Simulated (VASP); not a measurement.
Here is a VASP 6.6.1 calculation.

Contents of INCAR:

```
SYSTEM = Si
PREC = Accurate
ENCUT = 520
EDIFF = 1E-6
ISMEAR = 0
SIGMA = 0.01
LREAL = .FALSE.
LASPH = .TRUE.
NELM = 100
ALGO = Normal
ISIF = 2
LWAVE = .FALSE.
LCHARG = .FALSE.
NBANDS = 11
```

File KPOINTS:

```
regular mesh
0
G
  12 12 12
  0 0 0
```

File POSCAR:

```
Si
1.0
    0.0000000000      2.7009735899      2.7009735899
    2.7009735899      0.0000000000      2.7009735899
    2.7009735899      2.7009735899      0.0000000000
Si
2
Direct
    0.5000000000      0.5000000000      0.5000000000
    0.7500000000      0.7500000000      0.7500000000
```

Potentials or basis: VASP PAW LDA potentials, release 64 (Si).

The run is started by

```bash
$ cat potpaw_LDA.64/Si/POTCAR > POTCAR
$ mpirun -np 1 vasp_std > vasp.out
```

What does it give for the pressure?

0.0 GPa.

Estimate the band gap on the k mesh.

0.44 eV, indirect (least direct gap 2.53 eV).

A k mesh can miss the band edges. Expect the measured gap to be larger: semilocal functionals such as LDA lack the derivative discontinuity.
